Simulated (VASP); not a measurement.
**Hg: single point with PBEsol+D3(BJ)**

Crystal: Hg.

```xyz
2
Lattice="3.2145 0.0000 0.0000 -1.6072 2.7838 0.0000 0.0000 0.0000 5.2566" Properties=species:S:1:pos:R:3 pbc="T T T"
Hg    1.6072    0.9279    3.9424
Hg    0.0000    1.8559    1.3141
```

| Item | Value |
| --- | --- |
| Program | VASP 6.6.1 |
| Task | single point |
| Functional | PBEsol |
| Dispersion | D3(BJ) |
| Potentials or basis | VASP PAW PBE potentials, release 64 (Hg) |
| Cutoff | 520 eV |
| k mesh | 18 × 18 × 10 |
| Occupations | gaussian, width 0.15 eV |
| Spin | no spin polarisation |

| Property | Result |
| --- | --- |
| Pressure | -2.4 GPa |
| Band gap on the k mesh | zero (bands 12 and 13 overlap by 1.65 eV) |
| Dispersion energy per atom | -0.424 eV |

Stress tensor (GPa, compression positive):
```
-2.23  0.00  0.00
 0.00 -2.23  0.00
 0.00  0.00 -2.73
```

Levels at points of the mesh, in eV from the Fermi level:
```
           k point  band 8  band 9  band 10  band 11  band 12  band 13  band 14  band 15  band 16  band 17
(0.00, 0.00, 0.00)   -6.36   -6.36    -5.68    -5.68    -1.49    -1.43    12.79    12.79    13.21    14.43
(0.50, 0.00, 0.00)   -5.60   -5.57    -5.51    -2.22    -2.12     2.84     3.07     4.16     7.15     7.29
(0.00, 0.00, 0.50)   -6.42   -5.90    -5.90    -5.90    -5.90     6.73     6.73    13.46    13.46    13.83
(0.50, 0.00, 0.50)   -5.67   -5.54    -5.54    -1.17    -1.17    -0.18    -0.18     9.36     9.36     9.93
```

Wall time 2.2 min on 1 thread of Oxide Virtual Turin-like Processor (shared host), peak memory 0.25 GiB.

Caveat: the PAW data sets were made with another functional, which shifts forces and pressure a little; spin-orbit coupling is left out, which moves the levels of the heavy elements.
